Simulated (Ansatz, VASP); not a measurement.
## Y2C5 in VASP and in Ansatz

```xyz
7
Lattice="0.0000 3.6937 3.6937 3.6937 0.0000 3.6937 3.6937 3.6937 0.0000" Properties=species:S:1:pos:R:3 pbc="T T T"
Y     1.8469    1.8469    1.8469
Y     0.0000    0.0000    0.0000
C     5.0014    6.0797    5.0014
C     6.0797    6.0797    6.0797
C     6.0797    5.0014    5.0014
C     5.0014    5.0014    6.0797
C     3.6937    3.6937    3.6937
```

Alike in both runs: functional PBE; k mesh 10 × 10 × 10; occupations gaussian, width 0.1 eV; no spin polarisation.

Ansatz relaxed the structure, and its values are those at the end. VASP's run is a single point on that final structure, the one shown.

|  | VASP | Ansatz |
| --- | --- | --- |
| version | VASP 6.6.1 | Ansatz 0.2.0 |
| potentials or method | VASP PAW PBE potentials, release 64 (Y_sv, C_h), cutoff 910 eV | scalar-relativistic, plane waves, PAW |
| valence electrons in the cell | 42 | 42 |

VASP gave:

* gap on the k mesh at the Fermi level (eV): none
* rms of the force components (eV/Å): 0.014

Question: Which values does Ansatz return?

Answer: gap on the k mesh at the Fermi level (eV): none; rms of the force components (eV/Å): 0.001.

A gap of «none» marks a metal or a gap that the smearing closes.

Noted on VASP's run: the cutoff is under 1.25 times that of the potentials, so the pressure is a little rough.
